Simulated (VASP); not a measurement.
A run of VASP 6.6.1 is set up as follows.

Contents of POSCAR:

```
I
1.0
    4.3105459148     -2.3345519170      0.0000000000
    4.3105459148      2.3345519170      0.0000000000
    0.0000000000      0.0000000000      9.9885168637
I
4
Direct
    0.8564116517      0.1435883483      0.1182250445
    0.1435883483      0.8564116517      0.8817749555
    0.3564116517      0.6435883483      0.3817749555
    0.6435883483      0.3564116517      0.6182250445
```

Contents of INCAR.step1:

```
SYSTEM = I
  PREC = Accurate
  ENCUT = 520
  EDIFF = 1E-5
  ISMEAR = 0
  SIGMA = 0.05
  LREAL = .False.
  LASPH = .True.
  NELM = 60
  ALGO = Normal
  ISIF = 2
  LWAVE = .True.
  NBANDS = 22
  GGA = PE
```

The input INCAR.step2:

```
SYSTEM = I
  PREC = Accurate
  ENCUT = 520
  EDIFF = 1E-7
  ISMEAR = 0
  SIGMA = 0.05
  LREAL = .False.
  LASPH = .True.
  NELM = 60
  ALGO = Normal
  ISIF = 2
  LWAVE = .False.
  LCHARG = .True.
  GGA = PE
  LHFCALC = .True.
  HFSCREEN = 0.2079
  PRECFOCK = Normal
  LELF = .True.
  LVHAR = .True.
  NBANDS = 22
  ISTART = 1
```

The input KPOINTS:

```
regular mesh
0
Gamma
  4 4 2
  0 0 0
```

Potentials or basis: VASP PAW PBE potentials, release 64 (I).

Run with:

```sh
$ cat potpaw_PBE.64/I/POTCAR > POTCAR
$ cp INCAR.step1 INCAR
$ mpirun -np 1 vasp_std > vasp.out
$ cp INCAR.step2 INCAR
$ mpirun -np 1 vasp_std > vasp.out
```

(1) Predict the band gap on the k mesh.

(2) Predict the largest force.

(3) Predict the pressure.

Answers

(1) 2.05 eV.

(2) 0.037 eV/Å.

(3) -0.1 GPa.

Caveat: this functional lacks dispersion, which holds the molecules together, so the pressure and a relaxed volume are unreliable; the PAW data sets were made with another functional, which shifts forces and pressure a little; spin-orbit coupling is left out, which moves the levels of the heavy elements.
